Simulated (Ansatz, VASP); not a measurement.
# Two plane-wave programs on AlO5

```
Al O
1.0
     4.65034    0.00000    0.00000
     0.00000    4.65034    0.00000
     0.00000    0.00000    3.38403
Al O
1 5
Cartesian
  0.0000 0.0000 0.0000
  1.2656 1.2656 0.0000
  3.3848 3.3848 0.0000
  3.3848 1.2656 0.0000
  1.2656 3.3848 0.0000
  2.3252 2.3252 1.6920
```

Alike in both runs: functional PBE; k mesh 4 × 4 × 5; occupations gaussian, width 0.2 eV; no spin polarisation.

Ansatz relaxed the structure, and its values are those at the end. VASP's run is a single point on that final structure, the one shown.

|  | VASP | Ansatz |
| --- | --- | --- |
| version | VASP 6.6.1 | Ansatz 0.2.0 |
| potentials or method | VASP PAW PBE potentials, release 64 (Al, O), cutoff 600 eV | scalar-relativistic, plane waves, PAW |
| valence electrons in the cell | 33 | 33 |

|  | VASP | Ansatz | Ansatz less VASP |
| --- | --- | --- | --- |
| gap on the k mesh at the Fermi level (eV) | none | none | - |
| pressure (GPa) | -0.1 | 0.1 | +0.23 |
| rms of the force components (eV/Å) | 0.008 | 0.014 | +0.0062 |

A gap of «none» marks a metal or a gap that the smearing closes. With one functional, cell and mesh, what is left measures potentials, basis and numerics.

The k mesh is coarse, so the values compare programs but aren't converged.
